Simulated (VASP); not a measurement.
Input of a VASP 6.6.1 run:

File INCAR:

```
SYSTEM = K2ZnCdC6N6
ALGO = Normal ; EDIFF = 1E-6
EDIFFG = -0.04 ; ENCUT = 600
GGA = PE ; IBRION = 2
ISIF = 3 ; ISMEAR = 0
LASPH = .True. ; LCHARG = .False.
LREAL = Auto ; LWAVE = .False.
NELM = 80 ; NSW = 90
PREC = Accurate ; SIGMA = 0.1
```

Contents of KPOINTS:

```
k-points
0
Gamma
  4 4 4
  0 0 0
```

File POSCAR:

```
K2ZnCdC6N6
1.0
    0.0000000000      5.1785000000      5.1785000000
    5.1785000000      0.0000000000      5.1785000000
    5.1785000000      5.1785000000      0.0000000000
K Zn Cd C N
2 1 1 6 6
Direct
    0.2500000000      0.2500000000      0.2500000000
    0.7500000000      0.7500000000      0.7500000000
    0.5000000000      0.5000000000      0.5000000000
    0.0000000000      0.0000000000      0.0000000000
    0.8067973400      0.1932026600      0.1932026600
    0.1932026600      0.8067973400      0.1932026600
    0.1932026600      0.1932026600      0.8067973400
    0.1932026600      0.8067973400      0.8067973400
    0.8067973400      0.1932026600      0.8067973400
    0.8067973400      0.8067973400      0.1932026600
    0.6938302600      0.3061697400      0.3061697400
    0.3061697400      0.6938302600      0.3061697400
    0.3061697400      0.3061697400      0.6938302600
    0.3061697400      0.6938302600      0.6938302600
    0.6938302600      0.3061697400      0.6938302600
    0.6938302600      0.6938302600      0.3061697400
```

Potentials or basis: VASP PAW PBE potentials, release 64 (K_sv, Zn, Cd, C, N).

Launch:

```console
$ cat potpaw_PBE.64/K_sv/POTCAR potpaw_PBE.64/Zn/POTCAR potpaw_PBE.64/Cd/POTCAR potpaw_PBE.64/C/POTCAR potpaw_PBE.64/N/POTCAR > POTCAR
$ mpirun -np 1 vasp_std > vasp.out
```

Predict the relaxed cell.

a = 8.075 Å, b = 8.075 Å, c = 8.075 Å, α = 60.00°, β = 60.00°, γ = 60.00°.

Estimate the space group after relaxing (to 0.1 Å).

Fm-3m (No. 225).

Final structure:
```cif
data_structure
_symmetry_space_group_name_H-M 'P 1'
_symmetry_Int_Tables_number 1
_cell_length_a 8.0749
_cell_length_b 8.0749
_cell_length_c 8.0749
_cell_angle_alpha 60.000
_cell_angle_beta 60.000
_cell_angle_gamma 60.000
_cell_volume 372.30
loop_
_atom_site_label
_atom_site_type_symbol
_atom_site_fract_x
_atom_site_fract_y
_atom_site_fract_z
_atom_site_occupancy
K1 K 0.25000 0.25000 0.25000 1
K2 K 0.75000 0.75000 0.75000 1
Zn1 Zn 0.50000 0.50000 0.50000 1
Cd1 Cd 0.00000 0.00000 0.00000 1
C1 C 0.78949 0.21051 0.21051 1
C2 C 0.21051 0.78949 0.21051 1
C3 C 0.21051 0.21051 0.78949 1
C4 C 0.21051 0.78949 0.78949 1
C5 C 0.78949 0.21051 0.78949 1
C6 C 0.78949 0.78949 0.21051 1
N1 N 0.68678 0.31322 0.31322 1
N2 N 0.31322 0.68678 0.31322 1
N3 N 0.31322 0.31322 0.68678 1
N4 N 0.31322 0.68678 0.68678 1
N5 N 0.68678 0.31322 0.68678 1
N6 N 0.68678 0.68678 0.31322 1
```
